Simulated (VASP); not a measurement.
FeSi: single point with PBE

The system is FeSi.

```
Fe Si
1.0
     4.46700    0.00000    0.00000
     0.00000    4.46700    0.00000
     0.00000    0.00000    4.46700
Fe Si
4 4
Direct
  0.13400 0.13400 0.13400
  0.36600 0.86600 0.63400
  0.63400 0.36600 0.86600
  0.86600 0.63400 0.36600
  0.84450 0.84450 0.84450
  0.65550 0.15550 0.34450
  0.34450 0.65550 0.15550
  0.15550 0.34450 0.65550
```

* Program: VASP 6.6.1
* Task: single point
* Functional: PBE
* Potentials or basis: VASP PAW PBE potentials, release 64 (Fe, Si)
* Cutoff: 520 eV
* k mesh: 4 × 4 × 4
* Occupations: gaussian, width 0.1 eV
* Spin: collinear spin, ferromagnetic start
* Starting moments: [4.0, 4.0, 4.0, 4.0, 0.0, 0.0, 0.0, 0.0] μB
* Dipole correction: no
* Further INCAR settings: ALGO = Normal; EDIFF = 1e-06; NBANDS = 38

- Pressure: -2.5 GPa
- Largest force: 0.523 eV/Å
- Band gap on the k mesh: 0.14 eV (least direct gap 0.19 eV)
- Net moment: 0.00 μB per cell
- Valence electrons inside the program's atomic spheres: Fe 7.62; Si 1.63

Forces on the atoms (eV/Å):
```
Fe   0.151  0.151  0.151
Fe  -0.151 -0.151  0.151
Fe   0.151 -0.151 -0.151
Fe  -0.151  0.151 -0.151
Si  -0.302 -0.302 -0.302
Si   0.302  0.302 -0.302
Si  -0.302  0.302  0.302
Si   0.302 -0.302  0.302
```

Levels at points of the mesh, in eV from the valence-band top:
Spin up:
```csv
k point,band 20,band 21,band 22,band 23,band 24,band 25,band 26,band 27,band 28,band 29
"(0.00, 0.00, 0.00)",-0.27,-0.27,-0.27,-0.03,-0.03,0.62,0.62,0.62,2.93,2.93
"(0.50, 0.00, 0.00)",-1.24,-0.37,-0.37,-0.02,-0.02,0.18,0.18,1.67,1.67,2.15
"(0.50, 0.50, 0.00)",-1.28,-1.02,-1.02,-0.35,-0.35,0.62,0.62,1.25,1.25,2.64
"(0.50, 0.50, 0.50)",-0.70,-0.69,-0.69,-0.69,-0.69,0.48,0.48,0.48,0.48,5.54
```
Spin down:
```csv
k point,band 20,band 21,band 22,band 23,band 24,band 25,band 26,band 27,band 28,band 29
"(0.00, 0.00, 0.00)",-0.27,-0.27,-0.27,-0.03,-0.03,0.62,0.62,0.62,2.93,2.93
"(0.50, 0.00, 0.00)",-1.24,-0.37,-0.37,-0.02,-0.02,0.18,0.18,1.67,1.67,2.16
"(0.50, 0.50, 0.00)",-1.28,-1.02,-1.02,-0.35,-0.35,0.62,0.62,1.25,1.25,2.64
"(0.50, 0.50, 0.50)",-0.70,-0.69,-0.69,-0.69,-0.69,0.48,0.48,0.48,0.48,5.54
```

It took 3.1 min on 1 thread of Intel(R) Xeon(R) 6975P-C (Granite Rapids) (shared host), peak memory 0.27 GiB.

A k mesh can miss the band edges.
